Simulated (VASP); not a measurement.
Wanted: the native input for a VASP 6.6.1 run.

| Item | Value |
| --- | --- |
| Task | single point |
| Functional | PBE |
| Potentials or basis | VASP PAW PBE potentials, release 64 (Hf_pv, Si) |
| Cutoff | 520 eV |
| k mesh | 8 × 8 × 8 |
| Occupations | gaussian, width 0.05 eV |
| Spin | no spin polarisation |
| Dipole correction | no |
| Further INCAR settings | ALGO = Normal; EDIFF = 1e-07; NBANDS = 19 |

The structure of HfSi3 lies in POSCAR:

```
HfSi3
1.0
    4.0242279553      0.0000000000      0.0000000000
    0.0000000000      4.0242279553      0.0000000000
    0.0000000000      0.0000000000      4.0242279553
Hf Si
1 3
Direct
    0.0000000000      0.0000000000      0.0000000000
    0.0000000000      0.5000000000      0.5000000000
    0.5000000000      0.5000000000      0.0000000000
    0.5000000000      0.0000000000      0.5000000000
```

These files were run (other wordings do the same):

INCAR

```
ALGO     = Normal         # electronic algorithm
EDIFF    = 1E-7           # SCF threshold, eV
ENCUT    = 520            # plane-wave cutoff, eV
GGA      = PE             # functional
ISIF     = 2              # what is computed and relaxed
ISMEAR   = 0              # smearing method
LASPH    = T              # aspherical terms in the spheres
LCHARG   = F              # write CHGCAR
LREAL    = F              # projectors in reciprocal space
LWAVE    = F              # write WAVECAR
NBANDS   = 19             # bands
NELM     = 80             # most SCF steps
PREC     = Accurate       # precision mode
SIGMA    = 0.05           # smearing width, eV
```

KPOINTS

```
k-points
0
Gamma
  8 8 8
```

Potentials or basis: VASP PAW PBE potentials, release 64 (Hf_pv, Si).

Command:

```console
$ cat potpaw_PBE.64/Hf_pv/POTCAR potpaw_PBE.64/Si/POTCAR > POTCAR
$ mpirun -np 1 vasp_std > vasp.out
```

Results of the run:

```
Pressure               : -4.2 GPa
Band gap on the k mesh : zero (band 11 reaches 9.63 eV, above the bottom of band 12 at 7.73 eV)
```

Caveat: spin-orbit coupling is left out, which moves the levels of the heavy elements.

It took 18 s on 1 thread of AMD EPYC 9R45 96-Core Processor (Zen 5), on a shared host, peak memory 0.16 GiB.
